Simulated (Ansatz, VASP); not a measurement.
## Cr: VASP beside Ansatz

Contents of INCAR:

```
SYSTEM = Cr
PREC = Accurate ; ENCUT = 520
EDIFF = 1E-6 ; ISMEAR = 0
SIGMA = 0.15 ; LREAL = .FALSE.
LASPH = .TRUE. ; NELM = 60
ALGO = Fast ; ISIF = 2
LWAVE = .FALSE. ; LCHARG = .FALSE.
GGA = PS ; NBANDS = 12
```

File KPOINTS:

```
regular mesh
0
G
  24 24 24
  0 0 0
```

The input POSCAR:

```
Cr
1.0
   -1.3698525000      1.3698525000      1.4779987500
    1.3698525000     -1.3698525000      1.4779987500
    1.3698525000      1.3698525000     -1.4779987500
Cr
1
Direct
    0.0000000000      0.0000000000      0.0000000000
```

Input for Ansatz:

```yaml
crystal:
  lattice:
    - [-1.3698525, 1.3698525, 1.47799875]
    - [1.3698525, -1.3698525, 1.47799875]
    - [1.3698525, 1.3698525, -1.47799875]
  atoms:
    - { symbol: Cr, position: [0.0, 0.0, 0.0] }
basis:
  ecutwfc: 420
kpoints:
  mp_grid: { grid: [24, 24, 24] }
hamiltonian:
  xc: pbesol
scf:
  occupations: { method: gaussian, width: 0.15 }
output:
  forces: true
  stress: true
  eigenvalues: true
```

Change from the starting cell: strain -0.050 along x and y, +0.025 along z, atoms carried along.

Alike in both runs: task single point; functional PBEsol; k mesh 24 × 24 × 24; occupations gaussian, width 0.15 eV; no spin polarisation.

```csv
,VASP,Ansatz
version,VASP 6.6.1,Ansatz 0.2.0
potentials or method,"VASP PAW PBE potentials, release 64 (Cr_pv), cutoff 520 eV","scalar-relativistic, plane waves, PAW"
valence electrons in the cell,12,14
```

```tsv
	VASP	Ansatz	Ansatz less VASP
gap on the k mesh at the Fermi level (eV)	none	none	-
pressure (GPa)	1.9	2.3	+0.45
traceless stress, the component that is largest in VASP (GPa)	-17.76	-17.86	-0.107
```

VASP's potentials were made for PBE, not for PBEsol. A gap of «none» marks a metal or a gap that the smearing closes. VASP's potentials hold 12 valence electrons a cell and Ansatz's 14, so a difference there can come from the potentials and not from the codes.
